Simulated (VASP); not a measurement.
GaAs:

```
CELL_PARAMETERS angstrom
0.00000 2.76914 2.76914
2.76914 0.00000 2.76914
2.76914 2.76914 0.00000
ATOMIC_POSITIONS crystal
As 0.75000 0.75000 0.75000
Ga 0.00000 0.00000 0.00000
```

Base run:

| Property | Result |
| --- | --- |
| Program | VASP 6.6.1 |
| Functional | PBEsol |
| Potentials or basis | VASP PAW PBE potentials, release 64 (As, Ga_d) |
| Cutoff | 520 eV |
| k mesh | 8 × 8 × 8 |
| Occupations | fermi-dirac, width 0.05 eV |
| Spin | no spin polarisation |

Its results: band gap on the k mesh 0.93 eV, direct; pressure 5.4 GPa.

**Question.** The run is repeated on the same cell with these changes: functional from PBEsol to revPBE; dispersion from none to D4. What comes out?

**Answer.** Band gap on the k mesh 1.09 eV, direct; pressure 4.5 GPa.

Several settings changed at once, so the effect can't be laid on one alone.

Caveats: the PAW data sets were made with another functional, which shifts forces and pressure a little.

A k mesh can miss the band edges.
